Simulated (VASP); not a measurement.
Input of a VASP 6.6.1 run:

Contents of INCAR:

```
PREC = Accurate
ENCUT = 520
EDIFF = 1E-7
ISMEAR = 0
SIGMA = 0.01
LREAL = F
LASPH = T
NELM = 80
ALGO = Normal
ISIF = 2
LWAVE = F
LCHARG = T
GGA = PS
LELF = T
LVHAR = T
NBANDS = 16
```

Contents of KPOINTS:

```
regular mesh
0
Gamma
  9 9 4
```

Contents of POSCAR:

```
BN
1.0
    2.5008381595      0.0000000000      0.0000000000
   -1.2504190798      2.1657893769      0.0000000000
    0.0000000000      0.0000000000      6.8931474372
B N
2 2
Direct
    0.3333333333      0.6666666667      0.2500000000
    0.6666666667      0.3333333333      0.7500000000
    0.6666666667      0.3333333333      0.2500000000
    0.3333333333      0.6666666667      0.7500000000
```

Potentials or basis: VASP PAW PBE potentials, release 64 (B, N).

Run with:

```console
$ cat potpaw_PBE.64/B/POTCAR potpaw_PBE.64/N/POTCAR > POTCAR
$ mpirun -np 1 vasp_std > vasp.out
```

Task: Predict the pressure.

Result: 1.4 GPa.

Task: Predict the band gap on the k mesh.

Result: 4.35 eV, indirect (least direct gap 4.60 eV).

Stress tensor (GPa, compression positive):
```
2.00 0.00 0.00
0.00 2.00 0.00
0.00 0.00 0.09
```

Caveat: the PAW data sets were made with another functional, which shifts forces and pressure a little; this functional lacks dispersion, which binds the layers, so the pressure and a relaxed spacing across them are unreliable. A k mesh can miss the band edges.
